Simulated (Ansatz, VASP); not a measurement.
One calculation of CdSe, two programs

INCAR

```
SYSTEM = CdSe
PREC = Accurate ; ENCUT = 520
EDIFF = 1E-6 ; ISMEAR = 0
SIGMA = 0.05 ; LREAL = .False.
LASPH = .True. ; NELM = 80
ALGO = Normal ; ISIF = 2
LWAVE = .False. ; LCHARG = .False.
GGA = PE ; NBANDS = 16
```

The input KPOINTS:

```
regular mesh
0
Gamma
  10 10 10
  0 0 0
```

Contents of POSCAR:

```
CdSe
1.0
    0.0000000000      3.0702711986      3.0702711986
    3.0702711986      0.0000000000      3.0702711986
    3.0702711986      3.0702711986      0.0000000000
Cd Se
1 1
Direct
    0.0000000000      0.0000000000      0.0000000000
    0.7076897928      0.7641034024      0.7641034024
```

Input for Ansatz:

```yaml
crystal:
  lattice:
    - [0.0, 3.0702711986, 3.0702711986]
    - [3.0702711986, 0.0, 3.0702711986]
    - [3.0702711986, 3.0702711986, 0.0]
  atoms:
    - { symbol: Cd, position: [0.0, 0.0, 0.0] }
    - { symbol: Se, position: [0.7076897928, 0.7641034024, 0.7641034024] }
basis:
  ecutwfc: 420
kpoints:
  mp_grid: { grid: [10, 10, 10] }
hamiltonian:
  xc: pbe
scf:
  occupations: { method: gaussian, width: 0.05 }
output:
  forces: true
  stress: true
  eigenvalues: true
```

Change from the starting cell: all Se atoms moved +0.150 Å, as atom 2 towards its neighbour atom 1 (Cd) at 2.659 Å.

Alike in both runs: task single point; functional PBE; k mesh 10 × 10 × 10; occupations gaussian, width 0.05 eV; no spin polarisation.

|  | VASP | Ansatz |
| --- | --- | --- |
| version | VASP 6.6.1 | Ansatz 0.2.0 |
| potentials or method | VASP PAW PBE potentials, release 64 (Cd, Se), cutoff 520 eV | scalar-relativistic, plane waves, PAW |
| valence electrons in the cell | 18 | 36 |

|  | VASP | Ansatz | Ansatz less VASP |
| --- | --- | --- | --- |
| gap on the k mesh at the Fermi level (eV) | 0.52 | 0.52 | +0.001 |
| least direct gap on the mesh (eV) | 0.52 | 0.52 | +0.001 |
| pressure (GPa) | 2.1 | 1.8 | -0.30 |
| traceless stress, the component that is largest in VASP (GPa) | -1.89 | -1.82 | +0.073 |
| rms of the force components (eV/Å) | 0.549 | 0.533 | -0.0160 |

Atom by atom the forces differ by 0.016 eV/Å (rms over components). VASP's potentials hold 18 valence electrons a cell and Ansatz's 36, so a difference there can come from the potentials and not from the codes.
